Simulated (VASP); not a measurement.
# SnTe (rocksalt type) (Fm-3m) in VASP: notebook

SnTe (rocksalt type) is run at these levels: PBE; tasks: relaxation of cell and atoms.

Everything below comes from runs of VASP 6.6.1. Logs are shortened: lines on timing, memory, paths and dates and some standing lists are left out, and cuts for length are marked.

### Step 1. The cell of the first run

The structure is cubic, space group Fm-3m (No. 225). The conventional cell has a = 5.783 Å, b = 5.783 Å, c = 5.783 Å, α = 90.00°, β = 90.00°, γ = 90.00°. Within 3.8 Å of Sn (site symmetry m-3m) lie 6 Te at 2.89 Å. Te (site symmetry m-3m) has 6 Sn at 2.89 Å within 3.8 Å.

### Step 2. Relaxation of cell and atoms, PBE

Input file INCAR:

```
PREC     = Accurate       # precision mode
ENCUT    = 600            # plane-wave cutoff, eV
EDIFF    = 1E-7           # SCF threshold, eV
ISMEAR   = -1             # smearing method
SIGMA    = 0.1            # smearing width, eV
LREAL    = False          # projectors in reciprocal space
LASPH    = True           # aspherical terms in the spheres
NELM     = 80             # most SCF steps
ALGO     = Normal         # electronic algorithm
ISIF     = 3              # what is computed and relaxed
LWAVE    = False          # write WAVECAR
LCHARG   = False          # write CHGCAR
GGA      = PE             # functional
IBRION   = 2              # ionic algorithm
NSW      = 60             # ionic steps
EDIFFG   = -0.005         # ionic threshold
```

Input file KPOINTS:

```
Automatic mesh
0
Gamma
  12 12 12
```

Input file POSCAR:

```
SnTe
1.0
    0.0000000000      2.8916353749      2.8916353749
    2.8916353749      0.0000000000      2.8916353749
    2.8916353749      2.8916353749      0.0000000000
Sn Te
1 1
Direct
    0.0000000000      0.0000000000      0.0000000000
    0.5000000000      0.5000000000      0.5000000000
```

Potentials or basis: VASP PAW PBE potentials, release 64 (Sn_d, Te).

On the command line:

```bash
> cat potpaw_PBE.64/Sn_d/POTCAR potpaw_PBE.64/Te/POTCAR > POTCAR
> mpirun -np 1 vasp_std > vasp.out
```

OUTCAR:

```text
PREC = Accurate
   ENCUT = 600
   EDIFF = 1E-7
   ISMEAR = -1
   LREAL = False
   LASPH = True
   NELM = 80
   ISIF = 3
   GGA = PE
   IBRION = 2
   NSW = 60
   EDIFFG = -0.005

 ion  position               nearest neighbor table
   1  0.000  0.000  0.000-   2 2.89   2 2.89   2 2.89   2 2.89   2 2.89   2 2.89
   2  0.500  0.500  0.500-   1 2.89   1 2.89   1 2.89   1 2.89   1 2.89   1 2.89

  LATTYP: Found a face centered cubic cell.
 ALAT       =     5.7832707498

  Lattice vectors:

 A1 = (   0.0000000000,   2.8916353749,   2.8916353749)
 A2 = (   2.8916353749,   0.0000000000,   2.8916353749)
 A3 = (   2.8916353749,   2.8916353749,   0.0000000000)

Analysis of symmetry for initial positions (statically):
=====================================================================
 Subroutine PRICEL returns:
 Original cell was already a primitive cell.

 Routine SETGRP: Setting up the symmetry group for a
 face centered cubic supercell.

 Subroutine GETGRP returns: Found 48 space group operations
 (whereof 48 operations were pure point group operations)
 out of a pool of 48 trial point group operations.

The static configuration has the point symmetry O_h .

Analysis of symmetry for dynamics (positions and initial velocities):
=====================================================================
 Subroutine PRICEL returns:
 Original cell was already a primitive cell.

 Routine SETGRP: Setting up the symmetry group for a
 face centered cubic supercell.

 Subroutine GETGRP returns: Found 48 space group operations
 (whereof 48 operations were pure point group operations)
 out of a pool of 48 trial point group operations.

The dynamic configuration has the point symmetry O_h .

 Subroutine INISYM returns: Found 48 space group operations
 (whereof 48 operations are pure point group operations),
 and found     1 'primitive' translations

----------------------------------------------------------------------------------------

                                     Primitive cell

  volume of cell :      48.3571

  direct lattice vectors                    reciprocal lattice vectors
     0.000000000  2.891635375  2.891635375    -0.172912534  0.172912534  0.172912534
     2.891635375  0.000000000  2.891635375     0.172912534 -0.172912534  0.172912534
     2.891635375  2.891635375  0.000000000     0.172912534  0.172912534 -0.172912534

  length of vectors
     4.089389965  4.089389965  4.089389965     0.299493294  0.299493294  0.299493294

  position of ions in fractional coordinates (direct lattice)
     0.000000000  0.000000000  0.000000000
     0.500000000  0.500000000  0.500000000

  ion indices of the primitive-cell ions
   primitive index   ion index
                 1           1
                 2           2

----------------------------------------------------------------------------------------

 KPOINTS: Automatic mesh

Automatic generation of k-mesh.
 Grid dimensions read from file:
 generate k-points for:   12   12   12

 Generating k-lattice:

  Cartesian coordinates                     Fractional coordinates (reciprocal lattice)
    -0.014409378  0.014409378  0.014409378     0.083333333  0.000000000  0.000000000
     0.014409378 -0.014409378  0.014409378     0.000000000  0.083333333  0.000000000
     0.014409378  0.014409378 -0.014409378     0.000000000  0.000000000  0.083333333

  Length of vectors
     0.024957775  0.024957775  0.024957775

  Shift w.r.t. Gamma in fractional coordinates (k-lattice)
     0.000000000  0.000000000  0.000000000

 Subroutine IBZKPT returns following result:
 ===========================================

 Found     72 irreducible k-points:

 Following reciprocal coordinates:
            Coordinates               Weight
  0.000000  0.000000  0.000000      1.000000
  0.083333  0.000000  0.000000      8.000000
  0.166667  0.000000  0.000000      8.000000
  0.250000  0.000000  0.000000      8.000000
  0.333333  0.000000  0.000000      8.000000
  0.416667  0.000000  0.000000      8.000000
[... 16 lines left out ...]
  0.500000  0.166667  0.000000     24.000000
 -0.416667  0.166667  0.000000     24.000000
 [... further k-points ...]
   k-points           NKPTS =     72   k-points in BZ     NKDIM =     72   number of bands    NBANDS=     14
   number of dos      NEDOS =    301   number of ions     NIONS =      2
   total plane-waves  NPLWV =  46656
   dimension x,y,z NGX =    36 NGY =   36 NGZ =   36
   dimension x,y,z NGXF=    72 NGYF=   72 NGZF=   72
   ions per type =               1   1
   NGX,Y,Z   is equivalent  to a cutoff of  14.64, 14.64, 14.64 a.u.
   NGXF,Y,Z  is equivalent  to a cutoff of  29.27, 29.27, 29.27 a.u.
 SYSTEM =  unknown system
   PREC   = accura    normal or accurate (medium, high low for compatibility)
   ISTART =      0    job   : 0-new  1-cont  2-samecut
   ICHARG =      2    charge: 1-file 2-atom 10-const
   ISPIN  =      1    spin polarized calculation?
   LNONCOLLINEAR =      F non collinear calculations
   LSORBIT =      F    spin-orbit coupling
   LASPH  =      T    aspherical Exc in radial PAW
   ENCUT  =  600.0 eV  44.10 Ry    6.64 a.u.   8.17  8.17  8.17*2*pi/ulx,y,z
   NELM   =     80;   NELMIN=  2; NELMDL= -5     # of ELM steps
   EDIFF  = 0.1E-06   stopping-criterion for ELM
   LREAL  =      F    real-space projection
   EDIFFG = -.5E-02   stopping-criterion for IOM
   NSW    =     60    number of steps for IOM
   IBRION =      2    ionic relax: 0-MD 1-quasi-New 2-CG
   NFREE  =      1    steps in history (QN), initial steepest desc. (CG)
   ISIF   =      3    stress and relaxation
   ISYM   =      2    0-nonsym 1-usesym 2-fastsym
   POTIM  = 0.5000    time-step for ionic-motion
   TEBEG  =    0.0;   TEEND  =   0.0 temperature during run
   PSTRESS=    0.0 pullay stress
   NELECT =      20.0000    total number of electrons
   NUPDOWN=      -1.0000    fix difference up-down
   EMIN   =  10.00;   EMAX   =-10.00  energy-range for DOS
   EFERMI =   0.00;   METHOD = LEGACY
   ISMEAR =    -1;   SIGMA  =   0.10  broadening in eV -4-tet -1-fermi 0-gaus
   EFERMI_NEDOS =   21; number of points for ismear=-14 and -15
   IALGO  =     38    algorithm
   IMIX   =      4    mixing-type and parameters
     AMIX     =   0.40;   BMIX     =  1.00
     AMIX_MAG =   1.60;   BMIX_MAG =  1.00
  volume/ion in A,a.u.               =      24.18       163.17
  Fermi-wavevector in a.u.,A,eV,Ry     =   1.219733  2.304960 20.242036  1.487748
  Thomas-Fermi vector in A             =   2.354975
   LORBIT       =      0    0 simple, 1 ext, 2 COOP (PROOUT), +10 PAW based schemes
   GGA     = PE    functional components
   LHFCALC =     F    Hartree Fock is set to
   AEXX    =    0.0000 exact exchange contribution
   IVDW    =     0    specifies the selected vdW correction
   LEPSILON=     F    determine dielectric tensor
   LRPA    =     F    only Hartree local field effects (RPA)
 conjugate gradient relaxation of ions
 non-spin polarized calculation
  energy-cutoff  :      600.00
  volume of cell :       48.36
 maximum number of plane-waves:      1639
 NGX is ok and might be reduce to    36
   NGX = 17   NGY = 17   NGZ = 17

--------------------------------------- Ionic step        1  -------------------------------------------

 number of electron      20.0000002 magnetization

 Free energy of the ion-electron system (eV)
  ---------------------------------------------------
  ext. energy  EPLUGINS =         0.00000000
  ---------------------------------------------------
  free energy    TOTEN  =        -6.55422053 eV

  energy without entropy =       -6.53832061  energy(sigma->0) =       -6.54627057

 E-fermi :  10.6175     XC(G=0): -10.6990

 val. band max:       10.5042072588   @ k =  -0.3333   0.0833   0.0000
 cond. band min:      10.6659106827   @ k =  -0.4167   0.1667   0.0833
 fundamental gap:      0.1617034240
 Fermi energy:        10.6175435634

 k-point     1 :       0.0000    0.0000    0.0000
  band No.  band energies     occupation
      1     -11.5652      2.00000
      2     -11.5652      2.00000
      3     -11.5386      2.00000
      4     -11.5386      2.00000
      5     -11.5386      2.00000
      6      -4.4294      2.00000
      7       7.2497      2.00000
      8       7.7182      2.00000
      9       7.7182      2.00000
     10       7.7182      2.00000
     11      14.4902      0.00000
     12      14.4902      0.00000
     13      14.4902      0.00000
     14      14.8507      0.00000
[... 938 lines left out ...]
 POSITION                                       TOTAL-FORCE (eV/Angst)
 -----------------------------------------------------------------------------------
      6.41348      3.20674      3.20674         0.000000      0.000000      0.000000
      3.20674      3.20674      3.20674        -0.000000     -0.000000     -0.000000
 -----------------------------------------------------------------------------------
    total drift:                                0.000000      0.000000      0.000000

  FREE ENERGIE OF THE ION-ELECTRON SYSTEM (eV)
  ---------------------------------------------------
  free  energy   TOTEN  =        -7.5635665352 eV

  energy  without entropy=       -7.5602918584  energy(sigma->0) =       -7.56192920

--------------------------------------- Ionic step        5  -------------------------------------------

 number of electron      20.0000005 magnetization

 Free energy of the ion-electron system (eV)
  ---------------------------------------------------
  ext. energy  EPLUGINS =         0.00000000
  ---------------------------------------------------
  free energy    TOTEN  =        -7.56362056 eV

  energy without entropy =       -7.56030484  energy(sigma->0) =       -7.56196270

 E-fermi :   6.3305     XC(G=0):  -9.2706

 val. band max:        6.0148883876   @ k =   0.4167   0.0000   0.0000
 cond. band min:       6.3411461244   @ k =   0.5000   0.0000   0.0000
 fundamental gap:      0.3262577368
 Fermi energy:         6.3305153820

 k-point     1 :       0.0000    0.0000    0.0000
  band No.  band energies     occupation
      1     -15.5416      2.00000
      2     -15.5416      2.00000
      3     -15.5386      2.00000
      4     -15.5386      2.00000
      5     -15.5386      2.00000
      6      -6.0973      2.00000
      7       1.4777      2.00000
      8       4.3359      2.00000
      9       4.3359      2.00000
     10       4.3359      2.00000
     11       9.5879      0.00000
     12       9.5879      0.00000
     13       9.5879      0.00000
     14      11.1862      0.00000
[... 413 lines left out ...]
 POSITION                                       TOTAL-FORCE (eV/Angst)
 -----------------------------------------------------------------------------------
     -0.00000      0.00000      0.00000         0.000000     -0.000000      0.000000
      3.20381      3.20381      3.20381        -0.000000      0.000000     -0.000000
 -----------------------------------------------------------------------------------
    total drift:                               -0.000000      0.000000      0.000000

  FREE ENERGIE OF THE ION-ELECTRON SYSTEM (eV)
  ---------------------------------------------------
  free  energy   TOTEN  =        -7.5636205640 eV

  energy  without entropy=       -7.5603048374  energy(sigma->0) =       -7.56196270

 reached required accuracy - stopping structural energy minimisation
```

Wall time 2.8 min (1 thread of AMD EPYC 9R45 (Zen 5), shared host); peak memory 0.23 GiB.

What came out:

```
Free energy                           : -7.5636 eV
Relaxed volume                        : 32.89 Å³/atom
Relaxed cell                          : a = 4.531 Å, b = 4.531 Å, c = 4.531 Å, α = 60.00°, β = 60.00°, γ = 60.00°
Space group after relaxing (to 0.1 Å) : Fm-3m (No. 225)
Energy gained by relaxing             : 504.7 meV/atom
Ionic steps                           : 5
Pressure after relaxing               : 0.0 GPa
```

The path:
| step | energy change (eV) | largest force (eV/Å) | pressure (GPa) | volume (Å³) |
| --- | --- | --- | --- | --- |
| 1 | 0.0000 | 0.0000 | 24.45 | 48.36 |
| 2 | -0.7676 | 0.0000 | -4.95 | 79.05 |
| 3 | -1.0093 | 0.0000 | 0.13 | 65.57 |
| 4 | -1.0093 | 0.0000 | -0.10 | 65.95 |
| 5 | -1.0094 | 0.0000 | 0.01 | 65.77 |

Final structure:
```yaml
crystal:
  lattice:
    - [0.00000, 3.20381, 3.20381]
    - [3.20381, 0.00000, 3.20381]
    - [3.20381, 3.20381, 0.00000]
  atoms:
    - { symbol: Sn, position: [0.00000, 0.00000, 0.00000] }
    - { symbol: Te, position: [0.50000, 0.50000, 0.50000] }
```

Caveat: the volume moved by over 15 % at a fixed basis, so the end points are rough; spin-orbit coupling is left out, which moves the levels of the heavy elements.

### Step 3. Relaxation of cell and atoms, PBE, target pressure 8.5 GPa, at which the enthalpy is minimised

This run uses another cell than the first one, of 28.29 Å³/atom.

Input file INCAR:

```
SYSTEM = SnTe
PREC = Accurate
ENCUT = 600
EDIFF = 1E-6
ISMEAR = -1
SIGMA = 0.1
LREAL = .FALSE.
LASPH = .TRUE.
NELM = 80
ALGO = Normal
ISIF = 3
LWAVE = .FALSE.
LCHARG = .FALSE.
GGA = PE
IBRION = 2
NSW = 60
EDIFFG = -0.005
PSTRESS = 85.0
```

Input file KPOINTS:

```
Automatic mesh
0
G
  12 12 12
  0 0 0
```

Input file POSCAR:

```
SnTe
1.0
    0.0000000000      3.0469623222      3.0469623222
    3.0469623222      0.0000000000      3.0469623222
    3.0469623222      3.0469623222      0.0000000000
Sn Te
1 1
Direct
    0.0000000000      0.0000000000      0.0000000000
    0.5000000000      0.5000000000      0.5000000000
```

Potentials or basis: VASP PAW PBE potentials, release 64 (Sn_d, Te).

On the command line:

```bash
> cat potpaw_PBE.64/Sn_d/POTCAR potpaw_PBE.64/Te/POTCAR > POTCAR
> mpirun -np 1 vasp_std > vasp.out
```

It took 68 s on 1 thread of AMD EPYC 9R45 (Zen 5), shared host; peak memory 0.23 GiB.

Results (log left out):

```
Free energy                                                : -7.3532 eV
Relaxed volume                                             : 28.30 Å³/atom
Relaxed cell                                               : a = 4.310 Å, b = 4.310 Å, c = 4.310 Å, α = 60.00°, β = 60.00°, γ = 60.00°
Space group after relaxing (to 0.1 Å)                      : Fm-3m (No. 225)
Energy change on relaxing (the run minimises the enthalpy) : -0.9 meV/atom
Ionic steps                                                : 3
Pressure after relaxing                                    : 8.5 GPa
Band gap on the k mesh                                     : 0.25 eV
```

Step by step:
| step | energy change (eV) | largest force (eV/Å) | pressure (GPa) | volume (Å³) |
| --- | --- | --- | --- | --- |
| 1 | 0.0000 | 0.0000 | 8.55 | 56.58 |
| 2 | -0.0035 | 0.0000 | 8.45 | 56.64 |
| 3 | -0.0017 | 0.0000 | 8.52 | 56.61 |

Final structure:
```
Sn Te
1.0
     0.00000    3.04755    3.04755
     3.04755    0.00000    3.04755
     3.04755    3.04755    0.00000
Sn Te
1 1
Direct
  0.00000 0.00000 0.00000
  0.50000 0.50000 0.50000
```

Levels at points of the mesh, in eV from the valence-band top:
| k point | band 8 | band 9 | band 10 | band 11 | band 12 | band 13 |
| --- | --- | --- | --- | --- | --- | --- |
| (0.00, 0.00, 0.00) | -2.37 | -2.37 | -2.37 | 3.62 | 3.62 | 3.62 |
| (0.50, 0.00, 0.00) | -2.01 | -2.01 | 0.00 | 0.25 | 0.25 | 0.42 |
| (0.50, 0.50, 0.00) | -6.27 | -4.20 | -4.20 | 1.81 | 5.49 | 5.49 |

Caveat: the cell is relaxed towards a set pressure, so the run minimises the enthalpy, not the energy; spin-orbit coupling is left out, which moves the levels of the heavy elements. A k mesh can miss the band edges.

### Step 4. Relaxation of cell and atoms, PBE, target pressure 8.5 GPa, at which the enthalpy is minimised

This run uses another cell than the first one, of 28.30 Å³/atom.

Input file INCAR:

```
SYSTEM = SnTe
  PREC = Accurate
  ENCUT = 600
  EDIFF = 1E-6
  ISMEAR = -1
  SIGMA = 0.1
  LREAL = .False.
  LASPH = .True.
  NELM = 60
  ALGO = Normal
  ISIF = 3
  LWAVE = .False.
  LCHARG = .False.
  GGA = PE
  IBRION = 2
  NSW = 32
  EDIFFG = -0.005
  PSTRESS = 85.0
```

Input file KPOINTS:

```
regular mesh
0
Gamma
  12 12 12
  0 0 0
```

Input file POSCAR:

```
SnTe
1.0
    0.0000000000      3.0473741797      3.0473741797
    3.0473741797      0.0000000000      3.0473741797
    3.0473741797      3.0473741797      0.0000000000
Sn Te
1 1
Direct
    0.0000000000      0.0000000000      0.0000000000
    0.5000000000      0.5000000000      0.5000000000
```

On the command line:

```bash
> cat potpaw_PBE.64/Sn_d/POTCAR potpaw_PBE.64/Te/POTCAR > POTCAR
> mpirun -np 1 vasp_std > vasp.out
```

Run time: 36 s. Hardware: 1 thread of AMD EPYC 9R45 (Zen 5), shared host; peak memory 0.22 GiB.

Results (log left out):

```
Free energy             : -7.3527 eV
Pressure after relaxing : 8.5 GPa
Band gap on the k mesh  : 0.25 eV
```

Final structure:
```
Sn Te
1.0
     0.00000    3.04737    3.04737
     3.04737    0.00000    3.04737
     3.04737    3.04737    0.00000
Sn Te
1 1
Direct
  0.00000 0.00000 0.00000
  0.50000 0.50000 0.50000
```

Levels at points of the mesh, in eV from the valence-band top:
```csv
k point,band 8,band 9,band 10,band 11,band 12,band 13
"(0.00, 0.00, 0.00)",-2.37,-2.37,-2.37,3.62,3.62,3.62
"(0.50, 0.00, 0.00)",-2.01,-2.01,0.00,0.25,0.25,0.42
"(0.50, 0.50, 0.00)",-6.28,-4.20,-4.20,1.81,5.50,5.50
```

Caveat: the relaxation stopped at its first step, so nothing moved; the cell is relaxed towards a set pressure, so the run minimises the enthalpy, not the energy; spin-orbit coupling is left out, which moves the levels of the heavy elements.

### Step 5. Overview

| cell | gap on the mesh (eV) | pressure (GPa) |
| --- | --- | --- |
| relaxed from a = 4.089 Å, angles 60.0°, 2 atoms | - | 0.0 |
| relaxed to 8.5 GPa from a = 4.309 Å, angles 60.0°, 2 atoms | 0.25 | 8.5 |
| relaxed to 8.5 GPa from a = 4.310 Å, angles 60.0°, 2 atoms | 0.25 | 8.5 |

Alike in all rows: task relaxation of cell and atoms; level PBE; potentials or basis VASP PAW PBE potentials, release 64 (Sn_d, Te); no spin polarisation; k mesh 12 × 12 × 12; cutoff (eV) 600; smearing fermi-dirac 0.1 eV.

Caveats: spin-orbit coupling is left out, which moves the levels of the heavy elements; the cell is relaxed towards a set pressure, so the run minimises the enthalpy, not the energy (at least some runs); the volume moved by over 15 % at a fixed basis, so the end points are rough (at least some runs); the relaxation stopped at its first step, so nothing moved (at least some runs).

Absolute energies hang on the potentials; compare differences alone.
